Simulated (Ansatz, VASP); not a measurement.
# Two plane-wave programs on Na2S

```xyz
3
Lattice="0.0000 3.1919 3.1919 3.1919 0.0000 3.1919 3.1919 3.1919 0.0000" Properties=species:S:1:pos:R:3 pbc="T T T"
Na    1.5959    1.5959    1.5959
Na    4.7878    4.7878    4.7878
S     0.0000    0.0000    0.0000
```

Alike in both runs: functional LDA; k mesh 8 × 8 × 8; occupations fermi-dirac, width 0.02 eV; no spin polarisation.

Ansatz relaxed the structure, and its values are those at the end. VASP's run is a single point on that final structure, the one shown.

|  | VASP | Ansatz |
| --- | --- | --- |
| version | VASP 6.6.1 | Ansatz 0.2.0 |
| potentials or method | VASP PAW LDA potentials, release 64 (Na_pv, S), cutoff 500 eV | PAW plane waves |
| valence electrons in the cell | 20 | 24 |

|  | VASP | Ansatz | Ansatz less VASP |
| --- | --- | --- | --- |
| gap on the k mesh at the Fermi level (eV) | 2.49 | 2.48 | -0.007 |
| pressure (GPa) | 0.0 | 0.0 | 0.00 |

Ansatz warns that its potentials were made for another functional, while VASP's fit it. LDA's correlation is that of Perdew and Zunger in VASP and of Perdew and Wang (1992) in Ansatz. VASP's potentials hold 20 valence electrons a cell and Ansatz's 24, so a difference there can come from the potentials and not from the codes.
